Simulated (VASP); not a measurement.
# Cr (Im-3m) in VASP: a series of runs, part 2 of 2

VASP 6.6.1. Earlier steps stand in the parts before.

## (3) Relaxation of cell and atoms, PBE

This run uses another cell than the first one, of 11.77 Å³/atom.

The input, INCAR:

```
SYSTEM = Cr
  PREC = Accurate
  ENCUT = 600
  EDIFF = 1E-6
  ISMEAR = 0
  SIGMA = 0.1
  LREAL = .FALSE.
  LASPH = .TRUE.
  NELM = 80
  ALGO = Normal
  ISIF = 3
  LWAVE = .FALSE.
  LCHARG = .FALSE.
  GGA = PE
  IBRION = 2
  NSW = 80
  EDIFFG = -0.01
```

The input, KPOINTS:

```
regular mesh
0
G
  20 20 20
  0 0 0
```

The input, POSCAR:

```
Cr
1.0
   -1.4331289437      1.4331289437      1.4331289437
    1.4331289437     -1.4331289437      1.4331289437
    1.4331289437      1.4331289437     -1.4331289437
Cr
1
Direct
    0.0000000000      0.0000000000      0.0000000000
```

Potentials or basis: VASP PAW PBE potentials, release 64 (Cr_pv).

Command:

```bash
cat potpaw_PBE.64/Cr_pv/POTCAR > POTCAR
mpirun -np 1 vasp_std > vasp.out
```

OUTCAR:

```text
SYSTEM = Cr
   PREC = Accurate
   ENCUT = 600
   EDIFF = 1E-6
   ISMEAR = 0
   LREAL = .FALSE.
   LASPH = .TRUE.
   NELM = 80
   ISIF = 3
   GGA = PE
   IBRION = 2
   NSW = 80
   EDIFFG = -0.01

 ion  position               nearest neighbor table
   1  0.000  0.000  0.000-

  LATTYP: Found a body centered cubic cell.
 ALAT       =     2.8662578874

  Lattice vectors:

 A1 = (  -1.4331289437,   1.4331289437,   1.4331289437)
 A2 = (   1.4331289437,  -1.4331289437,   1.4331289437)
 A3 = (   1.4331289437,   1.4331289437,  -1.4331289437)

Analysis of symmetry for initial positions (statically):
=====================================================================
 Subroutine PRICEL returns:
[... 249 lines left out ...]

 E-fermi :  11.0221     XC(G=0): -13.6864

 val. band max:       11.0174005043   @ k =   0.4500   0.1000   0.0000
 cond. band min:      11.0313038845   @ k =  -0.1500   0.2000   0.1000
 fundamental gap:      0.0139033802
 Fermi energy:        11.0220707439

 k-point     1 :       0.0000    0.0000    0.0000
  band No.  band energies     occupation
      1     -31.7195      2.00000
      2     -31.7195      2.00000
      3     -31.7195      2.00000
      4       3.1389      2.00000
      5      10.0900      2.00000
      6      10.0900      2.00000
      7      10.0900      2.00000
      8      12.1495      0.00000
      9      12.1495      0.00000
     10      18.1133      0.00000
[... 287 lines left out ...]
 k-point    24 :       0.2500    0.1000   -0.0000
  band No.  band energies     occupation
      1     -32.3417      2.00000
      2     -31.9201      2.00000
      3     -31.7545      2.00000
      4       6.3319      2.00000
      5       9.0388      2.00000
      6       9.5617      2.00000
      7      11.7725      0.00000
      8      12.4289      0.00000
      9      12.7659      0.00000
     10      18.1122      0.00000

 [... further k-points ...]
[... 5 lines left out ...]
  --------------------------------------------------------------------------------------
  -------------------------------------------------------------------------------------
  Total       -0.0050619     -0.0050619     -0.0050619      0.0000000      0.0000000      0.0000000
  in kB       -0.7036573     -0.7036573     -0.7036573      0.0000000      0.0000000      0.0000000
  external PRESSURE =      -0.7036573 kB  Pullay stress =       0.0000000 kB
[... 16 lines left out ...]
  FREE ENERGIE OF THE ION-ELECTRON SYSTEM (eV)
  ---------------------------------------------------
  free  energy   TOTEN  =        -9.5187561721 eV

  energy  without entropy=       -9.5153258714  energy(sigma->0) =       -9.51704102

 reached required accuracy - stopping structural energy minimisation
```

CONTCAR:

```text
Cr
   1.00000000000000
    -1.4229856263885314    1.4229856263885314    1.4229856263885314
     1.4229856263885314   -1.4229856263885314    1.4229856263885314
     1.4229856263885314    1.4229856263885314   -1.4229856263885314
  Cr
     1
Direct
     0.0000000000000000    0.0000000000000000    0.0000000000000000

  0.00000000E+00  0.00000000E+00  0.00000000E+00
```

Run time: 36 s. Hardware: 1 thread of AMD EPYC 9R45 (Zen 5), shared host; peak memory 0.13 GiB.

Results:

| Quantity | Value |
| --- | --- |
| Free energy | -9.5188 eV |
| Relaxed volume | 11.53 Å³/atom |
| Relaxed cell | a = 2.465 Å, b = 2.465 Å, c = 2.465 Å, α = 109.47°, β = 109.47°, γ = 109.47° |
| Space group after relaxing (to 0.1 Å) | Im-3m (No. 229) |
| Energy gained by relaxing | 4.2 meV/atom |
| Ionic steps | 3 |
| Pressure after relaxing | -0.1 GPa |
| Band gap on the k mesh | zero (bands 6 and 7 overlap by 3.36 eV) |

Step by step:
```tsv
step	energy change (eV)	largest force (eV/Å)	pressure (GPa)	volume (Å³)
1	0.0000	0.0000	-5.32	11.77
2	0.0079	0.0000	9.95	11.12
3	-0.0042	0.0000	-0.07	11.53
```

Final structure:
```cif
data_structure
_symmetry_space_group_name_H-M 'P 1'
_symmetry_Int_Tables_number 1
_cell_length_a 2.4647
_cell_length_b 2.4647
_cell_length_c 2.4647
_cell_angle_alpha 109.471
_cell_angle_beta 109.471
_cell_angle_gamma 109.471
_cell_volume 11.53
loop_
_atom_site_label
_atom_site_type_symbol
_atom_site_fract_x
_atom_site_fract_y
_atom_site_fract_z
_atom_site_occupancy
Cr1 Cr 0.00000 0.00000 0.00000 1
```

Caveat: the run has no spin polarisation, though such a crystal can be magnetic. Spin polarisation is off, so any magnetic state and its effect on volume and gap are missing.
